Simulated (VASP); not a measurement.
# Nb (Pm-3m) in VASP: further runs

Runs on Nb. Level: PBE. Tasks: single point.

Everything below comes from runs of VASP 6.6.1. Logs are shortened: lines on timing, memory, paths and dates and some standing lists are left out, and cuts for length are marked.

## (1) The cell of the first run

The structure is cubic, space group Pm-3m (No. 221). Conventional cell: a = 2.720 Å, b = 2.720 Å, c = 2.720 Å, α = 90.00°, β = 90.00°, γ = 90.00°. Nb (site symmetry m-3m) has 6 Nb at 2.72 Å within 3.6 Å.

## (2) Single point, PBE

INCAR

```
PREC = Accurate ; ENCUT = 520
EDIFF = 1E-6 ; ISMEAR = -1
SIGMA = 0.05 ; LREAL = F
LASPH = T ; NELM = 60
ALGO = Normal ; ISIF = 2
LWAVE = F ; LCHARG = F
GGA = PE ; NBANDS = 12
```

KPOINTS

```
Automatic mesh
0
Gamma
  10 10 10
```

POSCAR

```
Nb
1.0
    2.7196400000      0.0000000000      0.0000000000
    0.0000000000      2.7196400000      0.0000000000
    0.0000000000      0.0000000000      2.7196400000
Nb
1
Direct
    0.5000000000      0.5000000000      0.5000000000
```

Potentials or basis: VASP PAW PBE potentials, release 64 (Nb_sv).

On the command line:

```sh
$ cat potpaw_PBE.64/Nb_sv/POTCAR > POTCAR
$ mpirun -np 1 vasp_std > vasp.out
```

OUTCAR:

```text
PREC = Accurate
   ENCUT = 520
   EDIFF = 1E-6
   ISMEAR = -1
   LREAL = F
   LASPH = T
   NELM = 60
   ISIF = 2
   GGA = PE

 ion  position               nearest neighbor table
   1  0.500  0.500  0.500-

  LATTYP: Found a simple cubic cell.
 ALAT       =     2.7196400000

  Lattice vectors:

 A1 = (   2.7196400000,   0.0000000000,   0.0000000000)
 A2 = (   0.0000000000,   2.7196400000,   0.0000000000)
 A3 = (   0.0000000000,   0.0000000000,   2.7196400000)

Analysis of symmetry for initial positions (statically):
=====================================================================
 Subroutine PRICEL returns:
 Original cell was already a primitive cell.

 Routine SETGRP: Setting up the symmetry group for a
 simple cubic supercell.

 Subroutine GETGRP returns: Found 48 space group operations
 (whereof 48 operations were pure point group operations)
 out of a pool of 48 trial point group operations.

The static configuration has the point symmetry O_h .

Analysis of symmetry for dynamics (positions and initial velocities):
=====================================================================
 Subroutine PRICEL returns:
 Original cell was already a primitive cell.

 Routine SETGRP: Setting up the symmetry group for a
 simple cubic supercell.

 Subroutine GETGRP returns: Found 48 space group operations
 (whereof 48 operations were pure point group operations)
 out of a pool of 48 trial point group operations.

The dynamic configuration has the point symmetry O_h .

 Subroutine INISYM returns: Found 48 space group operations
 (whereof 48 operations are pure point group operations),
 and found     1 'primitive' translations

----------------------------------------------------------------------------------------

                                     Primitive cell

  volume of cell :      20.1157

  direct lattice vectors                    reciprocal lattice vectors
     2.719640000  0.000000000  0.000000000     0.367695724  0.000000000  0.000000000
     0.000000000  2.719640000  0.000000000     0.000000000  0.367695724  0.000000000
     0.000000000  0.000000000  2.719640000     0.000000000  0.000000000  0.367695724

  length of vectors
     2.719640000  2.719640000  2.719640000     0.367695724  0.367695724  0.367695724

  position of ions in fractional coordinates (direct lattice)
     0.500000000  0.500000000  0.500000000

  ion indices of the primitive-cell ions
   primitive index   ion index
                 1           1

----------------------------------------------------------------------------------------

 KPOINTS: Automatic mesh

Automatic generation of k-mesh.
 Grid dimensions read from file:
 generate k-points for:   10   10   10

 Generating k-lattice:

  Cartesian coordinates                     Fractional coordinates (reciprocal lattice)
     0.036769572  0.000000000  0.000000000     0.100000000  0.000000000  0.000000000
     0.000000000  0.036769572  0.000000000     0.000000000  0.100000000  0.000000000
     0.000000000  0.000000000  0.036769572     0.000000000  0.000000000  0.100000000

  Length of vectors
     0.036769572  0.036769572  0.036769572

  Shift w.r.t. Gamma in fractional coordinates (k-lattice)
     0.000000000  0.000000000  0.000000000

 Subroutine IBZKPT returns following result:
 ===========================================

 Found     56 irreducible k-points:

 Following reciprocal coordinates:
            Coordinates               Weight
  0.000000  0.000000  0.000000      1.000000
  0.100000  0.000000  0.000000      6.000000
  0.200000  0.000000  0.000000      6.000000
  0.300000  0.000000  0.000000      6.000000
  0.400000  0.000000  0.000000      6.000000
  0.500000  0.000000  0.000000      3.000000
[... 16 lines left out ...]
  0.200000  0.100000  0.100000     24.000000
  0.300000  0.100000  0.100000     24.000000
 [... further k-points ...]
   k-points           NKPTS =     56   k-points in BZ     NKDIM =     56   number of bands    NBANDS=     12
   number of dos      NEDOS =    301   number of ions     NIONS =      1
   total plane-waves  NPLWV =   8000
   dimension x,y,z NGX =    20 NGY =   20 NGZ =   20
   dimension x,y,z NGXF=    40 NGYF=   40 NGZF=   40
   ions per type =               1
   NGX,Y,Z   is equivalent  to a cutoff of  12.23, 12.23, 12.23 a.u.
   NGXF,Y,Z  is equivalent  to a cutoff of  24.45, 24.45, 24.45 a.u.
 SYSTEM =  unknown system
   PREC   = accura    normal or accurate (medium, high low for compatibility)
   ISTART =      0    job   : 0-new  1-cont  2-samecut
   ICHARG =      2    charge: 1-file 2-atom 10-const
   ISPIN  =      1    spin polarized calculation?
   LNONCOLLINEAR =      F non collinear calculations
   LSORBIT =      F    spin-orbit coupling
   LASPH  =      T    aspherical Exc in radial PAW
   ENCUT  =  520.0 eV  38.22 Ry    6.18 a.u.   5.06  5.06  5.06*2*pi/ulx,y,z
   NELM   =     60;   NELMIN=  2; NELMDL= -5     # of ELM steps
   EDIFF  = 0.1E-05   stopping-criterion for ELM
   LREAL  =      F    real-space projection
   EDIFFG = 0.1E-04   stopping-criterion for IOM
   NSW    =      0    number of steps for IOM
   IBRION =     -1    ionic relax: 0-MD 1-quasi-New 2-CG
   NFREE  =      0    steps in history (QN), initial steepest desc. (CG)
   ISIF   =      2    stress and relaxation
   ISYM   =      2    0-nonsym 1-usesym 2-fastsym
   POTIM  = 0.5000    time-step for ionic-motion
   TEBEG  =    0.0;   TEEND  =   0.0 temperature during run
   PSTRESS=    0.0 pullay stress
   NELECT =      13.0000    total number of electrons
   NUPDOWN=      -1.0000    fix difference up-down
   EMIN   =  10.00;   EMAX   =-10.00  energy-range for DOS
   EFERMI =   0.00;   METHOD = LEGACY
   ISMEAR =    -1;   SIGMA  =   0.05  broadening in eV -4-tet -1-fermi 0-gaus
   EFERMI_NEDOS =   21; number of points for ismear=-14 and -15
   IALGO  =     38    algorithm
   IMIX   =      4    mixing-type and parameters
     AMIX     =   0.40;   BMIX     =  1.00
     AMIX_MAG =   1.60;   BMIX_MAG =  1.00
  volume/ion in A,a.u.               =      20.12       135.75
  Fermi-wavevector in a.u.,A,eV,Ry     =   1.415396  2.674710 27.257162  2.003345
  Thomas-Fermi vector in A             =   2.536839
   LORBIT       =      0    0 simple, 1 ext, 2 COOP (PROOUT), +10 PAW based schemes
   GGA     = PE    functional components
   LHFCALC =     F    Hartree Fock is set to
   AEXX    =    0.0000 exact exchange contribution
   IVDW    =     0    specifies the selected vdW correction
   LEPSILON=     F    determine dielectric tensor
   LRPA    =     F    only Hartree local field effects (RPA)
 non-spin polarized calculation
  energy-cutoff  :      520.00
  volume of cell :       20.12
 maximum number of plane-waves:       554
   NGX = 11   NGY = 11   NGZ = 11

 number of electron      12.9999998 magnetization

 Free energy of the ion-electron system (eV)
  ---------------------------------------------------
  ext. energy  EPLUGINS =         0.00000000
  ---------------------------------------------------
  free energy    TOTEN  =        -9.19260854 eV

  energy without entropy =       -9.17317151  energy(sigma->0) =       -9.18289002

 E-fermi :   9.7275     XC(G=0): -11.8218

 val. band max:        9.7238432671   @ k =   0.5000   0.2000   0.2000
 cond. band min:       9.7415258153   @ k =   0.5000   0.5000   0.2000
 fundamental gap:      0.0176825482
 Fermi energy:         9.7275483877

 k-point     1 :       0.0000    0.0000    0.0000
  band No.  band energies     occupation
      1     -44.8864      2.00000
      2     -20.1755      2.00000
      3     -20.1755      2.00000
      4     -20.1755      2.00000
      5       4.1994      2.00000
      6       7.0161      2.00000
      7       7.0161      2.00000
      8      14.8758      0.00000
      9      14.8758      0.00000
     10      14.8758      0.00000
     11      24.4001      0.00000
     12      24.4001      0.00000

 k-point     2 :       0.1000    0.0000    0.0000
  band No.  band energies     occupation
      1     -44.8690      2.00000
      2     -20.3236      2.00000
      3     -20.1629      2.00000
      4     -20.1629      2.00000
      5       4.4799      2.00000
      6       7.0917      2.00000
      7       7.3333      2.00000
      8      14.4465      0.00000
      9      14.4465      0.00000
     10      14.9064      0.00000
     11      23.1185      0.00000
     12      24.9889      0.00000

 k-point     3 :       0.2000    0.0000    0.0000
  band No.  band energies     occupation
      1     -44.8231      2.00000
      2     -20.6992      2.00000
      3     -20.1299      2.00000
      4     -20.1299      2.00000
      5       5.1845      2.00000
      6       7.2977      2.00000
      7       8.2456      2.00000
      8      13.4993      0.00000
      9      13.4993      0.00000
     10      14.9877      0.00000
     11      21.0006      0.00000
     12      26.3664      0.00000
[... 286 lines left out ...]
 k-point    23 :       0.2000    0.1000    0.1000
  band No.  band energies     occupation
      1     -44.7888      2.00000
      2     -20.6692      2.00000
      3     -20.2683      2.00000
      4     -20.2546      2.00000
      5       5.7280      2.00000
      6       7.8006      2.00000
      7       8.4763      2.00000
      8      13.0728      0.00000
      9      13.0771      0.00000
     10      14.1671      0.00000
     11      22.0227      0.00000
     12      25.0548      0.00000

 k-point    24 :       0.3000    0.1000    0.1000
  band No.  band energies     occupation
      1     -44.7317      2.00000
      2     -21.1069      2.00000
      3     -20.2246      2.00000
      4     -20.2115      2.00000
      5       6.5694      2.00000
      6       8.0774      2.00000
      7       9.4025      1.99700
      8      12.0354      0.00000
      9      12.6049      0.00000
     10      14.3019      0.00000
     11      20.2849      0.00000
     12      25.4261      0.00000

 [... further k-points ...]
[... 5 lines left out ...]
  --------------------------------------------------------------------------------------
  -------------------------------------------------------------------------------------
  Total        0.0469927      0.0469927      0.0469927      0.0000000      0.0000000     -0.0000000
  in kB        3.7428848      3.7428848      3.7428848      0.0000000      0.0000000     -0.0000000
  external PRESSURE =       3.7428848 kB  Pullay stress =       0.0000000 kB

 VOLUME and BASIS-vectors are now :
 -----------------------------------------------------------------------------
  energy-cutoff  :      520.00
  volume of cell :       20.12
      direct lattice vectors                 reciprocal lattice vectors
     2.719640000  0.000000000  0.000000000     0.367695724  0.000000000  0.000000000
     0.000000000  2.719640000  0.000000000     0.000000000  0.367695724  0.000000000
     0.000000000  0.000000000  2.719640000     0.000000000  0.000000000  0.367695724

 POSITION                                       TOTAL-FORCE (eV/Angst)
 -----------------------------------------------------------------------------------
      1.35982      1.35982      1.35982         0.000000      0.000000      0.000000
 -----------------------------------------------------------------------------------
    total drift:                                0.000000      0.000000      0.000000

  FREE ENERGIE OF THE ION-ELECTRON SYSTEM (eV)
  ---------------------------------------------------
  free  energy   TOTEN  =        -9.1926085392 eV

  energy  without entropy=       -9.1731715066  energy(sigma->0) =       -9.18289002
```

Wall time 5.3 s (1 thread of Intel Xeon Platinum 8559C (Emerald Rapids), shared host); peak memory 0.12 GiB.

Results:

```
Free energy : -9.1926 eV
Pressure    : 0.4 GPa
```

[end of part 1 of 2]
